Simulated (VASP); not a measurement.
# NiSb (P6_3/mmc) in VASP: notebook

NiSb is run at these levels: PBE; tasks: single point, relaxation of cell and atoms.

Everything below comes from runs of VASP 6.6.1. Logs are shortened: lines on timing, memory, paths and dates and some standing lists are left out, and cuts for length are marked.

### Step 1. The cell of the first run

The structure is hexagonal, space group P6_3/mmc (No. 194). The conventional cell has a = 3.977 Å, b = 3.977 Å, c = 5.156 Å, α = 90.00°, β = 90.00°, γ = 120.00°. Within 3.4 Å of Ni (site symmetry -3m) lie 2 Ni at 2.58 Å and 6 Sb at 2.63 Å. Sb (site symmetry -6m2) has 6 Ni at 2.63 Å and 6 Sb at 3.45 Å within 3.5 Å.

### Step 2. Single point, PBE

Input file INCAR:

```
SYSTEM = NiSb
PREC = Accurate ; ENCUT = 520
EDIFF = 1E-6 ; ISMEAR = 0
SIGMA = 0.1 ; LREAL = .False.
LASPH = .True. ; NELM = 100
ALGO = Normal ; ISIF = 2
LWAVE = .False. ; LCHARG = .False.
GGA = PE ; NBANDS = 23
```

Input file KPOINTS:

```
Automatic mesh
0
Gamma
  12 12 8
  0 0 0
```

Input file POSCAR:

```
NiSb
1.0
    3.9767337717      0.0000000000      0.0000000000
   -1.9883668858      3.4439524704      0.0000000000
    0.0000000000      0.0000000000      5.1556362719
Ni Sb
2 2
Direct
    0.0000000000      0.0000000000      0.0000000000
    0.0000000000      0.0000000000      0.5000000000
    0.3333333333      0.6666666667      0.2500000000
    0.6666666667      0.3333333333      0.7500000000
```

Potentials or basis: VASP PAW PBE potentials, release 64 (Ni, Sb).

On the command line:

```
$ cat potpaw_PBE.64/Ni/POTCAR potpaw_PBE.64/Sb/POTCAR > POTCAR
$ mpirun -np 1 vasp_std > vasp.out
```

OUTCAR:

```text
SYSTEM = NiSb
   PREC = Accurate
   ENCUT = 520
   EDIFF = 1E-6
   ISMEAR = 0
   LREAL = .False.
   LASPH = .True.
   NELM = 100
   ISIF = 2
   GGA = PE

 ion  position               nearest neighbor table
   1  0.000  0.000  0.000-   2 2.58   2 2.58   4 2.63   3 2.63   3 2.63   4 2.63   4 2.63   3 2.63

   2  0.000  0.000  0.500-   1 2.58   1 2.58   4 2.63   3 2.63   3 2.63   4 2.63   4 2.63   3 2.63

   3  0.333  0.667  0.250-   1 2.63   2 2.63   1 2.63   2 2.63   1 2.63   2 2.63   4 3.45   4 3.45
                             4 3.45   4 3.45   4 3.45   4 3.45
   4  0.667  0.333  0.750-   1 2.63   2 2.63   1 2.63   2 2.63   1 2.63   2 2.63   3 3.45   3 3.45
                             3 3.45   3 3.45   3 3.45   3 3.45

  LATTYP: Found a hexagonal cell.
 ALAT       =     3.9767337717
 C/A-ratio  =     1.2964499431

  Lattice vectors:

 A1 = (   3.9767337717,   0.0000000000,   0.0000000000)
 A2 = (  -1.9883668858,   3.4439524704,   0.0000000000)
 A3 = (   0.0000000000,   0.0000000000,   5.1556362719)

Analysis of symmetry for initial positions (statically):
=====================================================================
 Subroutine PRICEL returns:
 Original cell was already a primitive cell.

 Routine SETGRP: Setting up the symmetry group for a
 hexagonal supercell.

 Subroutine GETGRP returns: Found 24 space group operations
 (whereof 12 operations were pure point group operations)
 out of a pool of 24 trial point group operations.

The static configuration has the point symmetry D_3d.
 The point group associated with its full space group is D_6h.

Analysis of symmetry for dynamics (positions and initial velocities):
=====================================================================
 Subroutine PRICEL returns:
 Original cell was already a primitive cell.

 Routine SETGRP: Setting up the symmetry group for a
 hexagonal supercell.

 Subroutine GETGRP returns: Found 24 space group operations
 (whereof 12 operations were pure point group operations)
 out of a pool of 24 trial point group operations.

The dynamic configuration has the point symmetry D_3d.
 The point group associated with its full space group is D_6h.

 Subroutine INISYM returns: Found 24 space group operations
 (whereof 12 operations are pure point group operations),
 and found     1 'primitive' translations

----------------------------------------------------------------------------------------

                                     Primitive cell

  volume of cell :      70.6100

  direct lattice vectors                    reciprocal lattice vectors
     3.976733772  0.000000000  0.000000000     0.251462647  0.145182027  0.000000000
    -1.988366886  3.443952470  0.000000000     0.000000000  0.290364054  0.000000000
     0.000000000  0.000000000  5.155636272     0.000000000  0.000000000  0.193962481

  length of vectors
     3.976733772  3.976733772  5.155636272     0.290364054  0.290364054  0.193962481

  position of ions in fractional coordinates (direct lattice)
     0.000000000  0.000000000  0.000000000
     0.000000000  0.000000000  0.500000000
     0.333333333  0.666666667  0.250000000
     0.666666667  0.333333333  0.750000000

  ion indices of the primitive-cell ions
   primitive index   ion index
                 1           1
                 2           2
                 3           3
                 4           4

----------------------------------------------------------------------------------------

 KPOINTS: Automatic mesh

Automatic generation of k-mesh.
 Grid dimensions read from file:
 generate k-points for:   12   12    8

 Generating k-lattice:

  Cartesian coordinates                     Fractional coordinates (reciprocal lattice)
     0.020955221  0.012098502  0.000000000     0.083333333  0.000000000  0.000000000
     0.000000000  0.024197004  0.000000000     0.000000000  0.083333333  0.000000000
     0.000000000  0.000000000  0.024245310     0.000000000  0.000000000  0.125000000

  Length of vectors
     0.024197004  0.024197004  0.024245310

  Shift w.r.t. Gamma in fractional coordinates (k-lattice)
     0.000000000  0.000000000  0.000000000

 Subroutine IBZKPT returns following result:
 ===========================================

 Found     95 irreducible k-points:

 Following reciprocal coordinates:
            Coordinates               Weight
  0.000000  0.000000  0.000000      1.000000
  0.083333  0.000000  0.000000      6.000000
  0.166667  0.000000  0.000000      6.000000
  0.250000  0.000000  0.000000      6.000000
  0.333333  0.000000  0.000000      6.000000
  0.416667  0.000000  0.000000      6.000000
[... 16 lines left out ...]
  0.250000  0.000000  0.125000     12.000000
  0.333333  0.000000  0.125000     12.000000
 [... further k-points ...]
   k-points           NKPTS =     95   k-points in BZ     NKDIM =     95   number of bands    NBANDS=     23
   number of dos      NEDOS =    301   number of ions     NIONS =      4
   total plane-waves  NPLWV =  36000
   dimension x,y,z NGX =    30 NGY =   30 NGZ =   40
   dimension x,y,z NGXF=    60 NGYF=   60 NGZF=   80
   ions per type =               2   2
   NGX,Y,Z   is equivalent  to a cutoff of  12.54, 12.54, 12.90 a.u.
   NGXF,Y,Z  is equivalent  to a cutoff of  25.08, 25.08, 25.80 a.u.
 SYSTEM =  NiSb
   PREC   = accura    normal or accurate (medium, high low for compatibility)
   ISTART =      0    job   : 0-new  1-cont  2-samecut
   ICHARG =      2    charge: 1-file 2-atom 10-const
   ISPIN  =      1    spin polarized calculation?
   LNONCOLLINEAR =      F non collinear calculations
   LSORBIT =      F    spin-orbit coupling
   LASPH  =      T    aspherical Exc in radial PAW
   ENCUT  =  520.0 eV  38.22 Ry    6.18 a.u.   7.39  7.39  9.59*2*pi/ulx,y,z
   NELM   =    100;   NELMIN=  2; NELMDL= -5     # of ELM steps
   EDIFF  = 0.1E-05   stopping-criterion for ELM
   LREAL  =      F    real-space projection
   EDIFFG = 0.1E-04   stopping-criterion for IOM
   NSW    =      0    number of steps for IOM
   IBRION =     -1    ionic relax: 0-MD 1-quasi-New 2-CG
   NFREE  =      0    steps in history (QN), initial steepest desc. (CG)
   ISIF   =      2    stress and relaxation
   ISYM   =      2    0-nonsym 1-usesym 2-fastsym
   POTIM  = 0.5000    time-step for ionic-motion
   TEBEG  =    0.0;   TEEND  =   0.0 temperature during run
   PSTRESS=    0.0 pullay stress
   NELECT =      30.0000    total number of electrons
   NUPDOWN=      -1.0000    fix difference up-down
   EMIN   =  10.00;   EMAX   =-10.00  energy-range for DOS
   EFERMI =   0.00;   METHOD = LEGACY
   ISMEAR =     0;   SIGMA  =   0.10  broadening in eV -4-tet -1-fermi 0-gaus
   EFERMI_NEDOS =   21; number of points for ismear=-14 and -15
   IALGO  =     38    algorithm
   IMIX   =      4    mixing-type and parameters
     AMIX     =   0.40;   BMIX     =  1.00
     AMIX_MAG =   1.60;   BMIX_MAG =  1.00
  volume/ion in A,a.u.               =      17.65       119.12
  Fermi-wavevector in a.u.,A,eV,Ry     =   1.230722  2.325727 20.608424  1.514676
  Thomas-Fermi vector in A             =   2.365559
   LORBIT       =      0    0 simple, 1 ext, 2 COOP (PROOUT), +10 PAW based schemes
   GGA     = PE    functional components
   LHFCALC =     F    Hartree Fock is set to
   AEXX    =    0.0000 exact exchange contribution
   IVDW    =     0    specifies the selected vdW correction
   LEPSILON=     F    determine dielectric tensor
   LRPA    =     F    only Hartree local field effects (RPA)
 non-spin polarized calculation
 Gauss-broadening in eV      SIGMA  =   0.10
  energy-cutoff  :      520.00
  volume of cell :       70.61
 maximum number of plane-waves:      1927
 NGX is ok and might be reduce to    30
   NGX = 15   NGY = 15   NGZ = 19

 number of electron      30.0000012 magnetization

 Free energy of the ion-electron system (eV)
  ---------------------------------------------------
  ext. energy  EPLUGINS =         0.00000000
  ---------------------------------------------------
  free energy    TOTEN  =       -20.31514487 eV

  energy without entropy =      -20.30635531  energy(sigma->0) =      -20.31075009

 E-fermi :   9.6046     XC(G=0): -11.3743

 val. band max:        9.5967104623   @ k =   0.0000   0.0000   0.0000
 cond. band min:       9.6121525240   @ k =   0.4167   0.0833   0.1250
 fundamental gap:      0.0154420617
 Fermi energy:         9.6046433319

 k-point     1 :       0.0000    0.0000    0.0000
  band No.  band energies     occupation
      1      -3.1369      2.00000
      2       1.2590      2.00000
      3       3.5638      2.00000
      4       5.8105      2.00000
      5       5.8105      2.00000
      6       6.5684      2.00000
[... 15 lines left out ...]
     22      15.9305      0.00000
     23      17.4327      0.00000

 k-point     2 :       0.0833    0.0000    0.0000
  band No.  band energies     occupation
      1      -3.0524      2.00000
      2       1.2530      2.00000
      3       3.6592      2.00000
      4       5.7933      2.00000
      5       5.8283      2.00000
      6       6.5364      2.00000
[... 15 lines left out ...]
     22      16.0671      0.00000
     23      16.7723      0.00000

 k-point     3 :       0.1667    0.0000    0.0000
  band No.  band energies     occupation
      1      -2.8016      2.00000
      2       1.2198      2.00000
      3       3.9420      2.00000
      4       5.6892      2.00000
      5       5.8807      2.00000
      6       6.3899      2.00000
[... 15 lines left out ...]
     22      16.3800      0.00000
     23      16.5184      0.00000
[... 495 lines left out ...]
 k-point    23 :       0.2500    0.0000    0.1250
  band No.  band energies     occupation
      1      -2.3103      2.00000
      2       0.8486      2.00000
      3       4.3663      2.00000
      4       5.5339      2.00000
      5       6.0034      2.00000
      6       6.3037      2.00000
[... 15 lines left out ...]
     22      16.3626      0.00000
     23      17.2212      0.00000

 k-point    24 :       0.3333    0.0000    0.1250
  band No.  band energies     occupation
      1      -1.7681      2.00000
      2       0.7241      2.00000
      3       4.1727      2.00000
      4       5.2420      2.00000
      5       6.0921      2.00000
      6       6.4752      2.00000
[... 15 lines left out ...]
     22      16.5551      0.00000
     23      18.2649      0.00000

 [... further k-points ...]
[... 5 lines left out ...]
  --------------------------------------------------------------------------------------
  -------------------------------------------------------------------------------------
  Total       -0.1145662     -0.1145662     -0.0307569     -0.0000000     -0.0000000      0.0000000
  in kB       -2.5995682     -2.5995682     -0.6978898     -0.0000000     -0.0000000      0.0000000
  external PRESSURE =      -1.9656754 kB  Pullay stress =       0.0000000 kB

 VOLUME and BASIS-vectors are now :
 -----------------------------------------------------------------------------
  energy-cutoff  :      520.00
  volume of cell :       70.61
      direct lattice vectors                 reciprocal lattice vectors
     3.976733772  0.000000000  0.000000000     0.251462647  0.145182027  0.000000000
    -1.988366886  3.443952470  0.000000000     0.000000000  0.290364054  0.000000000
     0.000000000  0.000000000  5.155636272     0.000000000  0.000000000  0.193962481

 POSITION                                       TOTAL-FORCE (eV/Angst)
 -----------------------------------------------------------------------------------
      0.00000      0.00000      0.00000        -0.000000      0.000000      0.000000
      0.00000      0.00000      2.57782        -0.000000      0.000000      0.000000
     -0.00000      2.29597      1.28891        -0.000000      0.000000      0.000000
      1.98837      1.14798      3.86673         0.000000     -0.000000     -0.000000
 -----------------------------------------------------------------------------------
    total drift:                                0.000000     -0.000000     -0.000000

  FREE ENERGIE OF THE ION-ELECTRON SYSTEM (eV)
  ---------------------------------------------------
  free  energy   TOTEN  =       -20.3151448726 eV

  energy  without entropy=      -20.3063553137  energy(sigma->0) =      -20.31075009
```

It took 4 min on 1 thread of Oxide Virtual Turin-like, shared host; peak memory 0.24 GiB.

What came out:

```yaml
Free_energy: -20.3151 eV
Pressure: -0.2 GPa
Band_gap_on_the_k_mesh: zero (band 15 reaches 11.60 eV, above the bottom of band 16 at 8.38 eV)
```

Stress tensor (GPa, compression positive):
```
-0.26  0.00  0.00
 0.00 -0.26  0.00
 0.00  0.00 -0.07
```

Levels at points of the mesh, in eV from the Fermi level:
```tsv
k point	band 13	band 14	band 15	band 16	band 17	band 18
(0.00, 0.00, 0.00)	-0.01	0.55	0.55	2.37	2.37	3.06
(0.50, 0.00, 0.00)	-1.52	-1.32	-1.25	-0.41	1.12	3.40
(0.00, 0.00, 0.50)	0.18	0.18	1.99	1.99	1.99	1.99
(0.50, 0.00, 0.50)	-1.73	-1.73	0.20	0.20	1.59	1.59
```

Caveat: spin-orbit coupling is left out, which moves the levels of the heavy elements.

### Step 3. Relaxation of cell and atoms, PBE

This run uses another cell than the first one, of 17.10 Å³/atom, 0.969 times its volume.

Input file INCAR:

```
PREC = Accurate ; ENCUT = 600
EDIFF = 1E-6 ; ISMEAR = 0
SIGMA = 0.1 ; LREAL = False
LASPH = True ; NELM = 60
ALGO = Normal ; ISIF = 3
LWAVE = False ; LCHARG = False
GGA = PE ; IBRION = 2
NSW = 90 ; EDIFFG = -0.02
```

Input file KPOINTS:

```
regular mesh
0
Gamma
  12 12 8
```

Input file POSCAR:

```
NiSb
1.0
    3.9280000000      0.0000000000      0.0000000000
   -1.9640000000      3.4017477861      0.0000000000
    0.0000000000      0.0000000000      5.1200000000
Ni Sb
2 2
Direct
    0.0000000000      0.0000000000      0.0000000000
    0.0000000000      0.0000000000      0.5000000000
    0.3333333333      0.6666666667      0.2500000000
    0.6666666667      0.3333333333      0.7500000000
```

Potentials or basis: VASP PAW PBE potentials, release 64 (Ni, Sb).

On the command line:

```
$ cat potpaw_PBE.64/Ni/POTCAR potpaw_PBE.64/Sb/POTCAR > POTCAR
$ mpirun -np 1 vasp_std > vasp.out
```

Wall time 8.3 min (1 thread of Oxide Virtual Turin-like, shared host); peak memory 0.28 GiB.

Results (log left out):

* Free energy: -20.3143 eV
* Relaxed volume: 17.61 Å³/atom
* Relaxed cell: a = 3.968 Å, b = 3.968 Å, c = 5.166 Å, α = 90.00°, β = 90.00°, γ = 120.00°
* Space group after relaxing (to 0.05 Å): P6_3/mmc (No. 194)
* Energy gained by relaxing: 5.6 meV/atom
* Ionic steps: 3
* Pressure after relaxing: 0.1 GPa
* Band gap on the k mesh: zero (band 15 reaches 11.65 eV, above the bottom of band 16 at 8.41 eV)

Stress tensor (GPa, compression positive):
```
 0.18  0.00  0.00
 0.00  0.18  0.00
 0.00  0.00 -0.09
```

The path:
| step | energy change (eV) | largest force (eV/Å) | pressure (GPa) | volume (Å³) |
| --- | --- | --- | --- | --- |
| 1 | 0.0000 | 0.0000 | 3.73 | 68.41 |
| 2 | -0.0045 | 0.0000 | -2.68 | 72.43 |
| 3 | -0.0225 | 0.0000 | 0.09 | 70.43 |

Final structure:
```
Ni Sb
1.0
     3.96788    0.00000    0.00000
    -1.98394    3.43629    0.00000
     0.00000    0.00000    5.16573
Ni Sb
2 2
Direct
  0.00000 0.00000 0.00000
  0.00000 0.00000 0.50000
  0.33333 0.66667 0.25000
  0.66667 0.33333 0.75000
```

Levels at points of the mesh, in eV from the Fermi level:
| k point | band 13 | band 14 | band 15 | band 16 | band 17 | band 18 |
| --- | --- | --- | --- | --- | --- | --- |
| (0.00, 0.00, 0.00) | -0.03 | 0.57 | 0.57 | 2.40 | 2.40 | 3.10 |
| (0.50, 0.00, 0.00) | -1.53 | -1.34 | -1.27 | -0.40 | 1.11 | 3.41 |
| (0.00, 0.00, 0.50) | 0.18 | 0.18 | 2.01 | 2.01 | 2.01 | 2.01 |
| (0.50, 0.00, 0.50) | -1.74 | -1.74 | 0.20 | 0.20 | 1.61 | 1.61 |

Caveat: spin-orbit coupling is left out, which moves the levels of the heavy elements. Zero-point motion and thermal expansion aren't in these numbers.
